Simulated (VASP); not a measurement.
# CaNdAu3 (Cmmm) in VASP: single point with PBE

Aim: the single point of CaNdAu3 with PBE.

Program: VASP 6.6.1. These are calculated values, not measurements. Logs are shortened: lines on timing, memory, paths and dates and some standing lists are left out, and cuts for length are marked.

### Step 1. The cell of the first run

The structure is orthorhombic, space group Cmmm (No. 65). The conventional cell has a = 6.377 Å, b = 9.108 Å, c = 5.534 Å, α = 90.00°, β = 90.00°, γ = 90.00°. Ca (site symmetry mmm) has 10 Au at 3.19 to 3.92 Å and 4 Nd at 4.22 Å within 4.3 Å. Nd (site symmetry mmm) has 6 Au at 2.77 to 2.78 Å within 3.6 Å. Au (site symmetry 2/m) has 2 Nd at 2.78 Å and 2 Au at 3.19 Å within 3.7 Å. Within 3.6 Å of Au (site symmetry mmm) lie 2 Nd at 2.77 Å and 2 Ca at 3.19 Å.

The cell was generated, and may not be a known phase.

### Step 2. Single point, PBE

Contents of INCAR:

```
PREC = Accurate
ENCUT = 500
EDIFF = 1E-6
ISMEAR = 0
SIGMA = 0.2
LREAL = False
LASPH = True
NELM = 200
ALGO = Normal
ISIF = 2
LWAVE = False
LCHARG = False
GGA = PE
NBANDS = 35
GGA_COMPAT = False
LMAXMIX = 6
```

Contents of KPOINTS:

```
regular mesh
0
Gamma
  3 3 3
```

Contents of POSCAR:

```
CaNdAu3
1.0
    3.1885436500     -4.5540608318      0.0000000000
    3.1885436500      4.5540608318      0.0000000000
    0.0000000000      0.0000000000      5.5340960619
Ca Nd Au
1 1 3
Direct
    0.0000000000      0.0000000000      0.0000000000
    0.5000000000      0.5000000000      0.5000000000
    0.0000000000      0.5000000000      0.5000000000
    0.5000000000      0.0000000000      0.5000000000
    0.5000000000      0.5000000000      0.0000000000
```

Potentials or basis: VASP PAW PBE potentials, release 64 (Ca_sv, Nd_3, Au), 4f in core.

Started as:

```bash
$ cat potpaw_PBE.64/Ca_sv/POTCAR potpaw_PBE.64/Nd_3/POTCAR potpaw_PBE.64/Au/POTCAR > POTCAR
$ mpirun -np 1 vasp_std > vasp.out
```

OUTCAR:

```text
PREC = Accurate
   ENCUT = 500
   EDIFF = 1E-6
   ISMEAR = 0
   LREAL = False
   LASPH = True
   NELM = 200
   ISIF = 2
   GGA = PE

 ion  position               nearest neighbor table
   1  0.000  0.000  0.000-   5 3.19   5 3.19
   2  0.500  0.500  0.500-   5 2.77   5 2.77   3 2.78   4 2.78   4 2.78   3 2.78
   3  0.000  0.500  0.500-   2 2.78   2 2.78   4 3.19   4 3.19
   4  0.500  0.000  0.500-   2 2.78   2 2.78   3 3.19   3 3.19
   5  0.500  0.500  0.000-   2 2.77   2 2.77   1 3.19   1 3.19

  LATTYP: Found a base centered orthorhombic cell.
 ALAT       =     6.3770873000
 B/A-ratio  =     1.4282573274
 C/A-ratio  =     0.8678093621

  Lattice vectors:

 A1 = (   3.1885436500,  -4.5540608318,   0.0000000000)
 A2 = (   3.1885436500,   4.5540608318,   0.0000000000)
 A3 = (   0.0000000000,   0.0000000000,   5.5340960619)

Analysis of symmetry for initial positions (statically):
=====================================================================
 Subroutine PRICEL returns:
 Original cell was already a primitive cell.

 Routine SETGRP: Setting up the symmetry group for a
 base centered orthorhombic supercell.

 Subroutine GETGRP returns: Found  8 space group operations
 (whereof  8 operations were pure point group operations)
 out of a pool of  8 trial point group operations.

The static configuration has the point symmetry D_2h.

Analysis of symmetry for dynamics (positions and initial velocities):
=====================================================================
 Subroutine PRICEL returns:
 Original cell was already a primitive cell.

 Routine SETGRP: Setting up the symmetry group for a
 base centered orthorhombic supercell.

 Subroutine GETGRP returns: Found  8 space group operations
 (whereof  8 operations were pure point group operations)
 out of a pool of  8 trial point group operations.

The dynamic configuration has the point symmetry D_2h.

 Subroutine INISYM returns: Found  8 space group operations
 (whereof  8 operations are pure point group operations),
 and found     1 'primitive' translations

----------------------------------------------------------------------------------------

                                     Primitive cell

  volume of cell :     160.7192

  direct lattice vectors                    reciprocal lattice vectors
     3.188543650 -4.554060832  0.000000000     0.156811402 -0.109792121  0.000000000
     3.188543650  4.554060832  0.000000000     0.156811402  0.109792121  0.000000000
     0.000000000  0.000000000  5.534096062     0.000000000  0.000000000  0.180697984

  length of vectors
     5.559341748  5.559341748  5.534096062     0.191426554  0.191426554  0.180697984

  position of ions in fractional coordinates (direct lattice)
     0.000000000  0.000000000  0.000000000
     0.500000000  0.500000000  0.500000000
     0.000000000  0.500000000  0.500000000
     0.500000000  0.000000000  0.500000000
     0.500000000  0.500000000  0.000000000

  ion indices of the primitive-cell ions
   primitive index   ion index
                 1           1
                 2           2
                 3           3
                 4           4
                 5           5

----------------------------------------------------------------------------------------

 KPOINTS: regular mesh

Automatic generation of k-mesh.
 Grid dimensions read from file:
 generate k-points for:    3    3    3

 Generating k-lattice:

  Cartesian coordinates                     Fractional coordinates (reciprocal lattice)
     0.052270467 -0.036597374  0.000000000     0.333333333  0.000000000  0.000000000
     0.052270467  0.036597374  0.000000000     0.000000000  0.333333333  0.000000000
     0.000000000  0.000000000  0.060232661     0.000000000  0.000000000  0.333333333

  Length of vectors
     0.063808851  0.063808851  0.060232661

  Shift w.r.t. Gamma in fractional coordinates (k-lattice)
     0.000000000  0.000000000  0.000000000

 Subroutine IBZKPT returns following result:
 ===========================================

 Found      8 irreducible k-points:

 Following reciprocal coordinates:
            Coordinates               Weight
  0.000000  0.000000  0.000000      1.000000
  0.333333  0.000000  0.000000      4.000000
  0.333333  0.333333  0.000000      2.000000
 -0.333333  0.333333  0.000000      2.000000
  0.000000  0.000000  0.333333      2.000000
  0.333333  0.000000  0.333333      8.000000
  0.333333  0.333333  0.333333      4.000000
 -0.333333  0.333333  0.333333      4.000000
   k-points           NKPTS =      8   k-points in BZ     NKDIM =      8   number of bands    NBANDS=     35
   number of dos      NEDOS =    301   number of ions     NIONS =      5
   total plane-waves  NPLWV =  70560
   dimension x,y,z NGX =    42 NGY =   42 NGZ =   40
   dimension x,y,z NGXF=    84 NGYF=   84 NGZF=   80
   ions per type =               1   1   3
   NGX,Y,Z   is equivalent  to a cutoff of  12.56, 12.56, 12.02 a.u.
   NGXF,Y,Z  is equivalent  to a cutoff of  25.12, 25.12, 24.03 a.u.
 SYSTEM =  unknown system
   PREC   = accura    normal or accurate (medium, high low for compatibility)
   ISTART =      0    job   : 0-new  1-cont  2-samecut
   ICHARG =      2    charge: 1-file 2-atom 10-const
   ISPIN  =      1    spin polarized calculation?
   LNONCOLLINEAR =      F non collinear calculations
   LSORBIT =      F    spin-orbit coupling
   LASPH  =      T    aspherical Exc in radial PAW
   ENCUT  =  500.0 eV  36.75 Ry    6.06 a.u.  10.14 10.14 10.09*2*pi/ulx,y,z
   NELM   =    200;   NELMIN=  2; NELMDL= -5     # of ELM steps
   EDIFF  = 0.1E-05   stopping-criterion for ELM
   LREAL  =      F    real-space projection
   EDIFFG = 0.1E-04   stopping-criterion for IOM
   NSW    =      0    number of steps for IOM
   IBRION =     -1    ionic relax: 0-MD 1-quasi-New 2-CG
   NFREE  =      0    steps in history (QN), initial steepest desc. (CG)
   ISIF   =      2    stress and relaxation
   ISYM   =      2    0-nonsym 1-usesym 2-fastsym
   POTIM  = 0.5000    time-step for ionic-motion
   TEBEG  =    0.0;   TEEND  =   0.0 temperature during run
   PSTRESS=    0.0 pullay stress
   NELECT =      54.0000    total number of electrons
   NUPDOWN=      -1.0000    fix difference up-down
   EMIN   =  10.00;   EMAX   =-10.00  energy-range for DOS
   EFERMI =   0.00;   METHOD = LEGACY
   ISMEAR =     0;   SIGMA  =   0.20  broadening in eV -4-tet -1-fermi 0-gaus
   EFERMI_NEDOS =   21; number of points for ismear=-14 and -15
   IALGO  =     38    algorithm
   IMIX   =      4    mixing-type and parameters
     AMIX     =   0.40;   BMIX     =  1.00
     AMIX_MAG =   1.60;   BMIX_MAG =  1.00
  volume/ion in A,a.u.               =      32.14       216.92
  Fermi-wavevector in a.u.,A,eV,Ry     =   1.138108  2.150712 17.623486  1.295290
  Thomas-Fermi vector in A             =   2.274813
   LORBIT       =      0    0 simple, 1 ext, 2 COOP (PROOUT), +10 PAW based schemes
   GGA     = PE    functional components
   LHFCALC =     F    Hartree Fock is set to
   AEXX    =    0.0000 exact exchange contribution
   IVDW    =     0    specifies the selected vdW correction
   LEPSILON=     F    determine dielectric tensor
   LRPA    =     F    only Hartree local field effects (RPA)
 non-spin polarized calculation
 Gauss-broadening in eV      SIGMA  =   0.20
  energy-cutoff  :      500.00
  volume of cell :      160.72
 maximum number of plane-waves:      4115
 NGX is ok and might be reduce to    42
   NGX = 21   NGY = 21   NGZ = 21

 number of electron      54.0000009 magnetization

 Free energy of the ion-electron system (eV)
  ---------------------------------------------------
  ext. energy  EPLUGINS =         0.00000000
  ---------------------------------------------------
  free energy    TOTEN  =       -17.25210237 eV

  energy without entropy =      -17.21572193  energy(sigma->0) =      -17.23391215

 E-fermi :   3.2644     XC(G=0):  -9.0392

 val. band max:        3.1374706434   @ k =   0.3333   0.3333   0.3333
 cond. band min:       3.3025947613   @ k =   0.3333   0.3333   0.0000
 fundamental gap:      0.1651241179
 Fermi energy:         3.2644036599

 k-point     1 :       0.0000    0.0000    0.0000
  band No.  band energies     occupation
      1     -39.2790      2.00000
      2     -34.7459      2.00000
      3     -20.2401      2.00000
      4     -20.2371      2.00000
      5     -20.1803      2.00000
      6     -16.0205      2.00000
[... 27 lines left out ...]
     34       6.1902      0.00000
     35       6.4586      0.00000

 k-point     2 :       0.3333    0.0000    0.0000
  band No.  band energies     occupation
      1     -39.2789      2.00000
      2     -34.7423      2.00000
      3     -20.2406      2.00000
      4     -20.2371      2.00000
      5     -20.1825      2.00000
      6     -16.1033      2.00000
[... 27 lines left out ...]
     34       5.9612      0.00000
     35       6.4167      0.00000

 k-point     3 :       0.3333    0.3333    0.0000
  band No.  band energies     occupation
      1     -39.2789      2.00000
      2     -34.7387      2.00000
      3     -20.2410      2.00000
      4     -20.2370      2.00000
      5     -20.1826      2.00000
      6     -16.1491      2.00000
[... 27 lines left out ...]
     34       6.1217      0.00000
     35       6.1548      0.00000

 k-point     4 :      -0.3333    0.3333    0.0000
  band No.  band energies     occupation
      1     -39.2790      2.00000
      2     -34.7387      2.00000
      3     -20.2409      2.00000
      4     -20.2370      2.00000
      5     -20.1806      2.00000
      6     -16.1495      2.00000
[... 27 lines left out ...]
     34       6.3548      0.00000
     35       6.6922      0.00000

 k-point     5 :       0.0000    0.0000    0.3333
  band No.  band energies     occupation
      1     -39.2790      2.00000
      2     -34.7419      2.00000
      3     -20.2401      2.00000
      4     -20.2378      2.00000
      5     -20.1801      2.00000
      6     -16.1290      2.00000
[... 27 lines left out ...]
     34       5.7050      0.00000
     35       6.4568      0.00000

 k-point     6 :       0.3333    0.0000    0.3333
  band No.  band energies     occupation
      1     -39.2789      2.00000
      2     -34.7383      2.00000
      3     -20.2405      2.00000
      4     -20.2378      2.00000
      5     -20.1825      2.00000
      6     -16.1315      2.00000
[... 27 lines left out ...]
     34       6.1404      0.00000
     35       6.2600      0.00000

 k-point     7 :       0.3333    0.3333    0.3333
  band No.  band energies     occupation
      1     -39.2789      2.00000
      2     -34.7347      2.00000
      3     -20.2409      2.00000
      4     -20.2378      2.00000
      5     -20.1827      2.00000
      6     -16.1522      2.00000
[... 27 lines left out ...]
     34       5.9560      0.00000
     35       6.1938      0.00000

 k-point     8 :      -0.3333    0.3333    0.3333
  band No.  band energies     occupation
      1     -39.2789      2.00000
      2     -34.7348      2.00000
      3     -20.2409      2.00000
      4     -20.2376      2.00000
      5     -20.1804      2.00000
      6     -16.1527      2.00000
[... 27 lines left out ...]
     34       6.1105      0.00000
     35       6.1356      0.00000

------------------------ aborting loop because EDIFF is reached ----------------------------------------

  FORCE on cell =-STRESS in cart. coord.  units (eV):
  Direction    XX          YY          ZZ          XY          YZ          ZX
  --------------------------------------------------------------------------------------
  -------------------------------------------------------------------------------------
  Total        0.2231752      0.6684509      0.2686195      0.0000000      0.0000000      0.0000000
  in kB        2.2247882      6.6636503      2.6778134      0.0000000      0.0000000      0.0000000
  external PRESSURE =       3.8554173 kB  Pullay stress =       0.0000000 kB

 VOLUME and BASIS-vectors are now :
 -----------------------------------------------------------------------------
  energy-cutoff  :      500.00
  volume of cell :      160.72
      direct lattice vectors                 reciprocal lattice vectors
     3.188543650 -4.554060832  0.000000000     0.156811402 -0.109792121  0.000000000
     3.188543650  4.554060832  0.000000000     0.156811402  0.109792121  0.000000000
     0.000000000  0.000000000  5.534096062     0.000000000  0.000000000  0.180697984

 POSITION                                       TOTAL-FORCE (eV/Angst)
 -----------------------------------------------------------------------------------
      0.00000      0.00000      0.00000         0.000000     -0.000000      0.000000
      3.18854      0.00000      2.76705         0.000000      0.000000      0.000000
      1.59427      2.27703      2.76705         0.000000     -0.000000      0.000000
      1.59427     -2.27703      2.76705        -0.000000     -0.000000      0.000000
      3.18854      0.00000      0.00000        -0.000000     -0.000000      0.000000
 -----------------------------------------------------------------------------------
    total drift:                               -0.000000     -0.000000      0.000000

  FREE ENERGIE OF THE ION-ELECTRON SYSTEM (eV)
  ---------------------------------------------------
  free  energy   TOTEN  =       -17.2521023680 eV

  energy  without entropy=      -17.2157219268  energy(sigma->0) =      -17.23391215
```

Run time: 24 s. Hardware: 1 thread of Intel Xeon 6975P-C (Granite Rapids), shared host; peak memory 0.26 GiB.

What came out:

```yaml
Free_energy: -17.2521 eV
Pressure: 0.4 GPa
Band_gap_on_the_k_mesh: zero (bands 27 and 28 overlap by 1.58 eV)
```

Stress tensor (GPa, compression positive):
```
0.22 0.00 0.00
0.00 0.67 0.00
0.00 0.00 0.27
```

Caveat: the k points lie up to 0.40 Å⁻¹ apart, too coarse for converged energies and pressures of a metal; spin-orbit coupling is left out, which moves the levels of the heavy elements; the 4f electrons are frozen in the core, so they carry no moment and show no levels. Spin polarisation is off, so any magnetic state and its effect on volume and gap are missing.

The gap in the log of VASP goes by the Fermi energy; the results here count the filled bands.